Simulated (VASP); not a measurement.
# Ta4N3: single point with PBEsol

Crystal: Ta4N3.

```
Ta N
1.0
    -2.17857    2.17857    4.27268
     2.17857   -2.17857    4.27268
     2.17857    2.17857   -4.27268
Ta N
4 3
Direct
  0.00000 0.50000 0.50000
  0.26075 0.26075 0.00000
  0.50000 0.00000 0.50000
  0.73925 0.73925 0.00000
  0.75000 0.25000 0.50000
  0.00000 0.00000 0.00000
  0.25000 0.75000 0.50000
```

```
Program             : VASP 6.6.1
Task                : single point
Functional          : PBEsol
Potentials or basis : VASP PAW PBE potentials, release 64 (Ta_pv, N)
Cutoff              : 520 eV
k mesh              : 12 × 12 × 12
Occupations         : gaussian, width 0.1 eV
Spin                : no spin polarisation
```

| Quantity | Value |
| --- | --- |
| Pressure | 0.7 GPa |
| Largest force | 0.033 eV/Å |
| Band gap on the k mesh | zero (an odd number of electrons rules out a gap without spin polarisation) |

Forces on the atoms (eV/Å):
```
Ta   0.000  0.000  0.000
Ta   0.000  0.000  0.033
Ta   0.000  0.000  0.000
Ta   0.000  0.000 -0.033
N    0.000  0.000  0.000
N    0.000  0.000  0.000
N    0.000  0.000  0.000
```

Stress tensor (GPa, compression positive):
```
0.68 0.00 0.00
0.00 0.68 0.00
0.00 0.00 0.77
```

Levels at points of the mesh, in eV from the Fermi level:
```
           k point  band 26  band 27  band 28  band 29  band 30  band 31  band 32  band 33  band 34  band 35
(0.00, 0.00, 0.00)    -3.80    -1.24    -1.24    -0.95    -0.61    -0.61     0.90     0.99     0.99     1.27
(0.50, 0.00, 0.00)    -2.80    -1.54    -1.27    -0.46    -0.07     0.66     1.15     1.36     2.53     2.66
(0.50, 0.50, 0.00)    -2.02    -1.60    -1.55     1.27     1.37     1.40     2.34     2.41     2.71     2.82
(0.50, 0.50, 0.50)    -3.97    -3.97    -3.75    -2.81     0.90     0.90     1.53     2.48     2.85     2.85
```

Run time: 13 min on 1 thread of Intel(R) Xeon(R) Platinum 8259CL CPU @ 2.50GHz (Skylake/Cascade Lake) (shared host), peak memory 0.5 GiB.

Caveat: the PAW data sets were made with another functional, which shifts forces and pressure a little; spin-orbit coupling is left out, which moves the levels of the heavy elements; an odd number of electrons without spin polarisation forces a metal; a magnetic or distorted state may lie lower.
